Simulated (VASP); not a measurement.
# YF (P6_3mc) in VASP: a series of runs, part 2 of 2

VASP 6.6.1. Earlier steps stand in the parts before.

**4. Relaxation of cell and atoms, PBE**

INCAR

```
SYSTEM = YF
  PREC = Accurate
  ENCUT = 600
  EDIFF = 1E-7
  ISMEAR = 0
  SIGMA = 0.1
  LREAL = .FALSE.
  LASPH = .TRUE.
  NELM = 60
  ALGO = Normal
  ISIF = 3
  LWAVE = .FALSE.
  LCHARG = .FALSE.
  GGA = PE
  IBRION = 2
  NSW = 90
  EDIFFG = -0.04
```

KPOINTS

```
Automatic mesh
0
G
  6 6 4
  0 0 0
```

POSCAR

```
YF
1.0
    3.7130000000      0.0000000000      0.0000000000
   -1.8565000000      3.2155523200      0.0000000000
    0.0000000000      0.0000000000      6.1090502100
Y F
2 2
Direct
    0.3333333300      0.6666666700      0.3731349300
    0.6666666700      0.3333333300      0.8731349300
    0.3333333300      0.6666666700      0.0000000000
    0.6666666700      0.3333333300      0.5000000000
```

Potentials or basis: VASP PAW PBE potentials, release 64 (Y_sv, F).

Started as:

```sh
> cat potpaw_PBE.64/Y_sv/POTCAR potpaw_PBE.64/F/POTCAR > POTCAR
> mpirun -np 1 vasp_std > vasp.out
```

OUTCAR:

```text
SYSTEM = YF
   PREC = Accurate
   ENCUT = 600
   EDIFF = 1E-7
   ISMEAR = 0
   LREAL = .FALSE.
   LASPH = .TRUE.
   NELM = 60
   ISIF = 3
   GGA = PE
   IBRION = 2
   NSW = 90
   EDIFFG = -0.04

 ion  position               nearest neighbor table
   1  0.333  0.667  0.373-   4 2.28   4 2.28   3 2.28   4 2.28   2 3.73   2 3.73   2 3.73   2 3.73
                             2 3.73   2 3.73
   2  0.667  0.333  0.873-   3 2.28   3 2.28   4 2.28   3 2.28   1 3.73   1 3.73   1 3.73   1 3.73
                             1 3.73   1 3.73
   3  0.333  0.667  0.000-   2 2.28   2 2.28   1 2.28   2 2.28
   4  0.667  0.333  0.500-   1 2.28   1 2.28   2 2.28   1 2.28

  LATTYP: Found a hexagonal cell.
 ALAT       =     3.7130000000
 C/A-ratio  =     1.6453138190

  Lattice vectors:

 A1 = (   3.7130000000,   0.0000000000,   0.0000000000)
 A2 = (  -1.8565000000,   3.2155523200,   0.0000000000)
 A3 = (   0.0000000000,   0.0000000000,   6.1090502100)

[... 183 lines left out ...]
 cond. band min:       4.6035523354   @ k =   0.3333   0.0000   0.0000
 fundamental gap:      0.0802266737
 Fermi energy:         4.5977711577

 k-point     1 :       0.0000    0.0000    0.0000
  band No.  band energies     occupation
      1     -38.8907      2.00000
      2     -38.8299      2.00000
      3     -22.7184      2.00000
      4     -22.1691      2.00000
      5     -18.7645      2.00000
      6     -18.7645      2.00000
[... 627 lines left out ...]
--------------------------------------- Ionic step        4  -------------------------------------------

 number of electron      35.9999992 magnetization

 Free energy of the ion-electron system (eV)
  ---------------------------------------------------
  ext. energy  EPLUGINS =         0.00000000
  ---------------------------------------------------
  free energy    TOTEN  =       -25.41362118 eV

  energy without entropy =      -25.40200671  energy(sigma->0) =      -25.40781395

 E-fermi :   3.7953     XC(G=0):  -9.5551

 val. band max:        3.6631071617   @ k =   0.3333   0.3333   0.5000
 cond. band min:       3.8160268347   @ k =   0.3333   0.0000   0.0000
 fundamental gap:      0.1529196731
 Fermi energy:         3.7952620809

 k-point     1 :       0.0000    0.0000    0.0000
  band No.  band energies     occupation
      1     -40.0551      2.00000
      2     -40.0237      2.00000
      3     -22.7973      2.00000
      4     -22.3631      2.00000
      5     -19.9251      2.00000
      6     -19.9251      2.00000
[... 545 lines left out ...]
  FREE ENERGIE OF THE ION-ELECTRON SYSTEM (eV)
  ---------------------------------------------------
  free  energy   TOTEN  =       -25.4136211837 eV

  energy  without entropy=      -25.4020067137  energy(sigma->0) =      -25.40781395

 reached required accuracy - stopping structural energy minimisation
```

OSZICAR:

```text
N       E                     dE             d eps       ncg     rms          rms(c)
DAV:   1     0.266285152210E+03    0.26629E+03   -0.21290E+04   924   0.180E+03
DAV:   2    -0.732544902448E+01   -0.27361E+03   -0.26926E+03  1226   0.408E+02
DAV:   3    -0.264326620375E+02   -0.19107E+02   -0.18900E+02  1400   0.901E+01
DAV:   4    -0.275480029802E+02   -0.11153E+01   -0.11145E+01  1436   0.164E+01
[... 49 lines left out ...]
DAV:   7    -0.254136221538E+02   -0.62230E-06   -0.17553E-05  1278   0.187E-02    0.612E-03
DAV:   8    -0.254136220333E+02    0.12045E-06   -0.31395E-07   884   0.363E-03    0.543E-03
DAV:   9    -0.254136213582E+02    0.67515E-06   -0.33702E-07   832   0.513E-03    0.892E-04
DAV:  10    -0.254136212564E+02    0.10180E-06   -0.63460E-08   492   0.173E-03    0.545E-04
DAV:  11    -0.254136211837E+02    0.72690E-07   -0.16750E-08   492   0.953E-04
   4 F= -.25413621E+02 E0= -.25407814E+02  d E =-.309888E+00
```

CONTCAR:

```text
YF
   1.00000000000000
     3.8840656561235622    0.0000000000000000    0.0000000000000000
    -1.9420328280617811    3.3636995233304146    0.0000000000000000
     0.0000000000000000    0.0000000000000000    6.3527023675470202
  Y               F
     2     2
Direct
     0.3333333300000021    0.6666666699999979    0.3728118942713260
     0.6666666699999979    0.3333333300000021    0.8728118942713261
     0.3333333300000021    0.6666666699999979    0.0003230357286731
     0.6666666699999979    0.3333333300000021    0.5003230357286730

  0.00000000E+00  0.00000000E+00  0.00000000E+00
  0.00000000E+00  0.00000000E+00  0.00000000E+00
  0.00000000E+00  0.00000000E+00  0.00000000E+00
  0.00000000E+00  0.00000000E+00  0.00000000E+00
```

Wall time 99 s (1 thread of AMD EPYC 9R45 (Zen 5), shared host); peak memory 0.2 GiB.

Results:

| Item | Value |
| --- | --- |
| Free energy | -25.4136 eV |
| Relaxed volume | 20.75 Å³/atom |
| Relaxed cell | a = 3.884 Å, b = 3.884 Å, c = 6.353 Å, α = 90.00°, β = 90.00°, γ = 120.00° |
| Space group after relaxing (to 0.05 Å) | P6_3mc (No. 186) |
| Energy gained by relaxing | 77.5 meV/atom |
| Ionic steps | 4 |
| Pressure after relaxing | -0.1 GPa |
| Largest force after relaxing | 0.008 eV/Å |
| Band gap on the k mesh | zero (band 18 reaches 4.00 eV, above the bottom of band 19 at 3.82 eV) |

Forces in eV/Å, atoms in the order of the input:
```
Y    0.000  0.000 -0.008
Y    0.000  0.000 -0.008
F    0.000  0.000  0.008
F    0.000  0.000  0.008
```

Stress tensor (GPa, compression positive):
```
-0.28  0.00  0.00
 0.00 -0.28  0.00
 0.00  0.00  0.25
```

The path:
```tsv
step	energy change (eV)	largest force (eV/Å)	pressure (GPa)	volume (Å³)
1	0.0000	0.0558	11.17	72.94
2	-0.2665	0.0110	-3.04	87.19
3	-0.3099	0.0083	0.06	82.79
4	-0.3099	0.0082	-0.10	83.00
```

Final structure:
```
CELL_PARAMETERS angstrom
3.88407 0.00000 0.00000
-1.94203 3.36370 0.00000
0.00000 0.00000 6.35270
ATOMIC_POSITIONS crystal
Y 0.33333 0.66667 0.37281
Y 0.66667 0.33333 0.87281
F 0.33333 0.66667 0.00032
F 0.66667 0.33333 0.50032
```

**5. Single point, PBE**

This run uses another cell than the first one, of 20.52 Å³/atom, 1.125 times its volume.

INCAR

```
SYSTEM = YF
PREC = Accurate
ENCUT = 520
EDIFF = 1E-7
ISMEAR = 0
SIGMA = 0.1
LREAL = .False.
LASPH = .True.
NELM = 100
ALGO = Normal
ISIF = 2
LWAVE = .False.
LCHARG = .False.
GGA = PE
NBANDS = 26
```

KPOINTS

```
regular mesh
0
Gamma
  12 12 8
  0 0 0
```

POSCAR

```
YF
1.0
    3.5420964114      0.0000000000      0.0000000000
   -1.7710482057      3.0675454750      0.0000000000
    0.0000000000      0.0000000000      7.5545587560
Y F
2 2
Direct
    0.3333333333      0.6666666667      0.3319065757
    0.6666666667      0.3333333333      0.8319065757
    0.3333333333      0.6666666667      0.0412283543
    0.6666666667      0.3333333333      0.5412283543
```

Started as:

```sh
> cat potpaw_PBE.64/Y_sv/POTCAR potpaw_PBE.64/F/POTCAR > POTCAR
> mpirun -np 1 vasp_std > vasp.out
```

It took 2.1 min on 1 thread of AMD EPYC 9R45 (Zen 5), shared host; peak memory 0.3 GiB.

The run converged. Its results:

- Free energy: -25.6797 eV
- Pressure: -0.1 GPa
- Largest force: 0.009 eV/Å
- Band gap on the k mesh: zero (band 18 reaches 4.45 eV, above the bottom of band 19 at 4.14 eV)

Forces on the atoms (eV/Å):
```
Y    0.000  0.000  0.009
Y    0.000  0.000  0.009
F    0.000  0.000 -0.009
F    0.000  0.000 -0.009
```

Stress tensor (GPa, compression positive):
```
-0.19  0.00  0.00
 0.00 -0.19  0.00
 0.00  0.00 -0.03
```

Levels at points of the mesh, in eV from the Fermi level:
| k point | band 16 | band 17 | band 18 | band 19 | band 20 | band 21 |
| --- | --- | --- | --- | --- | --- | --- |
| (0.00, 0.00, 0.00) | -7.39 | -3.25 | -2.35 | 1.28 | 1.28 | 1.45 |
| (0.50, 0.00, 0.00) | -7.44 | -1.45 | -0.91 | 0.60 | 0.68 | 2.13 |
| (0.00, 0.00, 0.50) | -7.49 | -2.66 | -2.66 | 1.35 | 1.35 | 1.43 |
| (0.50, 0.00, 0.50) | -7.60 | -1.12 | -1.12 | 0.58 | 0.58 | 2.81 |

**6. Single point, PBE, collinear spin, ferromagnetic start**

INCAR

```
SYSTEM = YF
PREC = Accurate
ENCUT = 520
EDIFF = 1E-6
ISMEAR = 0
SIGMA = 0.1
LREAL = .FALSE.
LASPH = .TRUE.
NELM = 150
ALGO = Normal
ISIF = 2
LWAVE = .FALSE.
LCHARG = .TRUE.
ISPIN = 2
MAGMOM = 0 0 1 1
LORBIT = 11
LMAXMIX = 4
GGA = PE
LELF = .TRUE.
LVHAR = .TRUE.
NBANDS = 30
```

KPOINTS

```
regular mesh
0
G
  6 6 4
  0 0 0
```

POSCAR

```
YF
1.0
    3.7130000000      0.0000000000      0.0000000000
   -1.8565000000      3.2155523200      0.0000000000
    0.0000000000      0.0000000000      6.1090502100
Y F
2 2
Direct
    0.3333333300      0.6666666700      0.3731349300
    0.6666666700      0.3333333300      0.8731349300
    0.3333333300      0.6666666700      0.0000000000
    0.6666666700      0.3333333300      0.5000000000
```

Potentials or basis: VASP PAW PBE potentials, release 64 (Y_sv, F).

Started as:

```sh
> cat potpaw_PBE.64/Y_sv/POTCAR potpaw_PBE.64/F/POTCAR > POTCAR
> mpirun -np 1 vasp_std > vasp.out
```

OUTCAR:

```text
SYSTEM = YF
   PREC = Accurate
   ENCUT = 520
   EDIFF = 1E-6
   ISMEAR = 0
   LREAL = .FALSE.
   LASPH = .TRUE.
   NELM = 150
   ISIF = 2
   ISPIN = 2
   LORBIT = 11
   GGA = PE

 ion  position               nearest neighbor table
   1  0.333  0.667  0.373-   4 2.28   4 2.28   3 2.28   4 2.28   2 3.73   2 3.73   2 3.73   2 3.73
                             2 3.73   2 3.73
   2  0.667  0.333  0.873-   3 2.28   3 2.28   4 2.28   3 2.28   1 3.73   1 3.73   1 3.73   1 3.73
                             1 3.73   1 3.73
   3  0.333  0.667  0.000-   2 2.28   2 2.28   1 2.28   2 2.28
   4  0.667  0.333  0.500-   1 2.28   1 2.28   2 2.28   1 2.28

  LATTYP: Found a hexagonal cell.
 ALAT       =     3.7130000000
 C/A-ratio  =     1.6453138190

  Lattice vectors:

 A1 = (   3.7130000000,   0.0000000000,   0.0000000000)
 A2 = (  -1.8565000000,   3.2155523200,   0.0000000000)
 A3 = (   0.0000000000,   0.0000000000,   6.1090502100)

Analysis of symmetry for initial positions (statically):
=====================================================================
 Subroutine PRICEL returns:
 Original cell was already a primitive cell.

 Routine SETGRP: Setting up the symmetry group for a
 hexagonal supercell.

 Subroutine GETGRP returns: Found 12 space group operations
 (whereof  6 operations were pure point group operations)
 out of a pool of 24 trial point group operations.

The static configuration has the point symmetry C_3v.
 The point group associated with its full space group is C_6v.

Analysis of symmetry for dynamics (positions and initial velocities):
=====================================================================
 Subroutine PRICEL returns:
 Original cell was already a primitive cell.

 Routine SETGRP: Setting up the symmetry group for a
 hexagonal supercell.

 Subroutine GETGRP returns: Found 12 space group operations
 (whereof  6 operations were pure point group operations)
 out of a pool of 24 trial point group operations.

The dynamic configuration has the point symmetry C_3v.
 The point group associated with its full space group is C_6v.

Analysis of structural, dynamic, and magnetic symmetry:
=====================================================================
 Subroutine PRICEL returns:
 Original cell was already a primitive cell.

 Routine SETGRP: Setting up the symmetry group for a
 hexagonal supercell.

 Subroutine GETGRP returns: Found 12 space group operations
 (whereof  6 operations were pure point group operations)
 out of a pool of 24 trial point group operations.

The overall configuration has the point symmetry C_3v.
 The point group associated with its full space group is C_6v.

 Subroutine INISYM returns: Found 12 space group operations
 (whereof  6 operations are pure point group operations),
 and found     1 'primitive' translations

----------------------------------------------------------------------------------------

                                     Primitive cell

  volume of cell :      72.9381

  direct lattice vectors                    reciprocal lattice vectors
     3.713000000  0.000000000  0.000000000     0.269323997  0.155494282  0.000000000
[... 86 lines left out ...]
   EDIFF  = 0.1E-05   stopping-criterion for ELM
   LREAL  =      F    real-space projection
   EDIFFG = 0.1E-04   stopping-criterion for IOM
   NSW    =      0    number of steps for IOM
   IBRION =     -1    ionic relax: 0-MD 1-quasi-New 2-CG
   NFREE  =      0    steps in history (QN), initial steepest desc. (CG)
   ISIF   =      2    stress and relaxation
   ISYM   =      2    0-nonsym 1-usesym 2-fastsym
   POTIM  = 0.5000    time-step for ionic-motion
   TEBEG  =    0.0;   TEEND  =   0.0 temperature during run
   PSTRESS=    0.0 pullay stress
   NELECT =      36.0000    total number of electrons
   NUPDOWN=      -1.0000    fix difference up-down
   EMIN   =  10.00;   EMAX   =-10.00  energy-range for DOS
   EFERMI =   0.00;   METHOD = LEGACY
   ISMEAR =     0;   SIGMA  =   0.10  broadening in eV -4-tet -1-fermi 0-gaus
   EFERMI_NEDOS =   21; number of points for ismear=-14 and -15
   IALGO  =     38    algorithm
   IMIX   =      4    mixing-type and parameters
     AMIX     =   0.40;   BMIX     =  1.00
     AMIX_MAG =   1.60;   BMIX_MAG =  1.00
  volume/ion in A,a.u.               =      18.23       123.05
  Fermi-wavevector in a.u.,A,eV,Ry     =   1.293772  2.444874 22.774041  1.673845
  Thomas-Fermi vector in A             =   2.425396
   LORBIT       =     11    0 simple, 1 ext, 2 COOP (PROOUT), +10 PAW based schemes
   GGA     = PE    functional components
   LHFCALC =     F    Hartree Fock is set to
   AEXX    =    0.0000 exact exchange contribution
   IVDW    =     0    specifies the selected vdW correction
   LEPSILON=     F    determine dielectric tensor
   LRPA    =     F    only Hartree local field effects (RPA)
 spin polarized calculation
 Gauss-broadening in eV      SIGMA  =   0.10
  energy-cutoff  :      520.00
  volume of cell :       72.94
 maximum number of plane-waves:      1977
 NGX is ok and might be reduce to    28
   NGX = 13   NGY = 13   NGZ = 23

 number of electron      36.0000015 magnetization       0.0001592

 Free energy of the ion-electron system (eV)
  ---------------------------------------------------
  ext. energy  EPLUGINS =         0.00000000
  ---------------------------------------------------
  free energy    TOTEN  =       -25.09860211 eV

  energy without entropy =      -25.08673898  energy(sigma->0) =      -25.09267054

 E-fermi :   4.5981     XC(G=0): -10.1184

 val. band max:        4.5239843941   @ k =   0.0000   0.0000   0.0000
 cond. band min:       4.6037796145   @ k =   0.3333   0.0000   0.0000
 fundamental gap:      0.0797952204
 Fermi energy:         4.5981133806

 spin component 1

 k-point     1 :       0.0000    0.0000    0.0000
  band No.  band energies     occupation
      1     -38.8903      1.00000
      2     -38.8295      1.00000
      3     -22.7165      1.00000
      4     -22.1666      1.00000
      5     -18.7640      1.00000
      6     -18.7640      1.00000
[... 682 lines left out ...]
     29      12.1032      0.00000
     30      12.1032      0.00000
 Fermi energy:         4.5981133806

 spin component 2

 k-point     1 :       0.0000    0.0000    0.0000
  band No.  band energies     occupation
      1     -38.8902      1.00000
      2     -38.8295      1.00000
      3     -22.7165      1.00000
      4     -22.1666      1.00000
      5     -18.7640      1.00000
      6     -18.7640      1.00000
[... 682 lines left out ...]
     29      12.1033      0.00000
     30      12.1033      0.00000

------------------------ aborting loop because EDIFF is reached ----------------------------------------

  FORCE on cell =-STRESS in cart. coord.  units (eV):
  Direction    XX          YY          ZZ          XY          YZ          ZX
  --------------------------------------------------------------------------------------
  -------------------------------------------------------------------------------------
  Total        5.3523348      5.3523348      4.6378503      0.0000000      0.0000000      0.0000000
  in kB      117.5708418    117.5708415    101.8762811      0.0000000      0.0000000      0.0000000
  external PRESSURE =     112.3393214 kB  Pullay stress =       0.0000000 kB

 VOLUME and BASIS-vectors are now :
 -----------------------------------------------------------------------------
  energy-cutoff  :      520.00
  volume of cell :       72.94
      direct lattice vectors                 reciprocal lattice vectors
     3.713000000  0.000000000  0.000000000     0.269323997  0.155494282  0.000000000
    -1.856500000  3.215552320  0.000000000     0.000000000  0.310988564  0.000000000
     0.000000000  0.000000000  6.109050210     0.000000000  0.000000000  0.163691567

 POSITION                                       TOTAL-FORCE (eV/Angst)
 -----------------------------------------------------------------------------------
     -0.00000      2.14370      2.27950         0.000000     -0.000000     -0.055972
      1.85650      1.07185      5.33403         0.000000      0.000000     -0.055972
     -0.00000      2.14370      0.00000         0.000000     -0.000000      0.055972
      1.85650      1.07185      3.05453        -0.000000      0.000000      0.055972
 -----------------------------------------------------------------------------------
    total drift:                                0.000009     -0.000005      0.000029

  FREE ENERGIE OF THE ION-ELECTRON SYSTEM (eV)
  ---------------------------------------------------
  free  energy   TOTEN  =       -25.0986021102 eV

  energy  without entropy=      -25.0867389789  energy(sigma->0) =      -25.09267054

 total charge

# of ion       s       p       d       f       tot
--------------------------------------------------
    1        2.191   6.343   0.945   0.077   9.556
    2        2.191   6.343   0.945   0.077   9.556
    3        1.749   4.399   0.000   0.000   6.147
    4        1.749   4.399   0.000   0.000   6.147
--------------------------------------------------
tot          7.878  21.484   1.889   0.155  31.406

 magnetization (x)

# of ion       s       p       d       f       tot
--------------------------------------------------
    1        0.000   0.000   0.000   0.000   0.000
    2        0.000   0.000   0.000   0.000   0.000
    3        0.000   0.000   0.000   0.000   0.000
    4        0.000   0.000   0.000   0.000   0.000
--------------------------------------------------
tot          0.000   0.000   0.000   0.000   0.000
```

stdout:

```text
POSCAR found type information on POSCAR Y F
 POSCAR found :  2 types and       4 ions
 scaLAPACK will be used
 LDA part: xc-table for (Slater+PW92), standard interpolation
 POSCAR, INCAR and KPOINTS ok, starting setup
 FFT: planning ... GRIDC
 FFT: planning ... GRID_SOFT
 FFT: planning ... GRID
 WAVECAR not read
 entering main loop
```

It took 80 s on 1 thread of AMD EPYC 9R45 (Zen 5), shared host; peak memory 0.23 GiB.

Results:

- Free energy: -25.0986 eV
- Pressure: 11.2 GPa
- Largest force: 0.056 eV/Å
- Band gap on the k mesh: zero (filled and empty bands overlap)
- Net moment: 0.00 μB per cell
- Valence electrons inside the program's atomic spheres: Y 9.56; F 6.15

Forces on the atoms (eV/Å):
```
Y    0.000  0.000 -0.056
Y    0.000  0.000 -0.056
F    0.000  0.000  0.056
F    0.000  0.000  0.056
```

Stress tensor (GPa, compression positive):
```
11.76  0.00  0.00
 0.00 11.76  0.00
 0.00  0.00 10.19
```

**7. The runs side by side**

| task | spin | cell | k mesh | cutoff (eV) | gap on the mesh (eV) | pressure (GPa) | largest force (eV/Å) |
| --- | --- | --- | --- | --- | --- | --- | --- |
| single point | off | a = 3.713, b = 3.713, c = 6.109 Å, angles 90.0, 90.0, 120.0°, 4 atoms | 6 × 6 × 4 | 520 | none | 11.2 | 0.06 |
| single point | off | a = 3.872, b = 3.872, c = 6.381 Å, angles 90.0, 90.0, 120.0°, 4 atoms | 6 × 6 × 4 | 520 | none | 0.0 | 0.02 |
| relaxation of cell and atoms | off | relaxed from a = 3.713, b = 3.713, c = 6.109 Å, angles 90.0, 90.0, 120.0°, 4 atoms | 6 × 6 × 4 | 600 | none | -0.1 | 0.01 |
| single point | off | a = 3.542, b = 3.542, c = 7.555 Å, angles 90.0, 90.0, 120.0°, 4 atoms | 12 × 12 × 8 | 520 | none | -0.1 | 0.01 |
| single point | collinear, ferromagnetic start | a = 3.713, b = 3.713, c = 6.109 Å, angles 90.0, 90.0, 120.0°, 4 atoms | 6 × 6 × 4 | 520 | none | 11.2 | 0.06 |

Alike in all rows: level PBE; potentials or basis VASP PAW PBE potentials, release 64 (Y_sv, F); smearing gaussian 0.1 eV.

Total energies depend on the potentials used, so only differences within one code and one set of settings carry meaning.
